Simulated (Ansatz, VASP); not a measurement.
**Two plane-wave programs on MgO**

```
CELL_PARAMETERS angstrom
0.00000 2.13515 2.13515
2.13515 0.00000 2.13515
2.13515 2.13515 0.00000
ATOMIC_POSITIONS crystal
Mg 0.00000 0.00000 0.00000
O 0.49122 0.49122 0.50878
```

Change from the starting cell: all O atoms moved +0.037 Å, as atom 2 towards its neighbour atom 1 (Mg) at 2.135 Å.

Alike in both runs: task single point; functional PBEsol; k mesh 10 × 10 × 10; occupations gaussian, width 0.05 eV; no spin polarisation.

|  | VASP | Ansatz |
| --- | --- | --- |
| version | VASP 6.6.1 | Ansatz 0.2.0 |
| potentials or method | VASP PAW PBE potentials, release 64 (Mg, O), cutoff 520 eV | scalar-relativistic, plane waves, PAW |
| valence electrons in the cell | 8 | 16 |

|  | VASP | Ansatz | Ansatz less VASP |
| --- | --- | --- | --- |
| gap on the k mesh at the Fermi level (eV) | 4.25 | 4.25 | 0.000 |
| least direct gap on the mesh (eV) | 4.25 | 4.25 | 0.000 |
| pressure (GPa) | -6.2 | -5.6 | +0.57 |
| traceless stress, the component that is largest in VASP (GPa) | 0.28 | 0.28 | -0.003 |
| rms of the force components (eV/Å) | 0.096 | 0.096 | -0.0009 |

VASP's potentials were made for PBE, not for PBEsol. Atom by atom the forces differ by 0.001 eV/Å (rms over components). The functional is the same, so the differences come from potentials, cutoffs and numerics. VASP's potentials hold 8 valence electrons a cell and Ansatz's 16, so a difference there can come from the potentials and not from the codes.
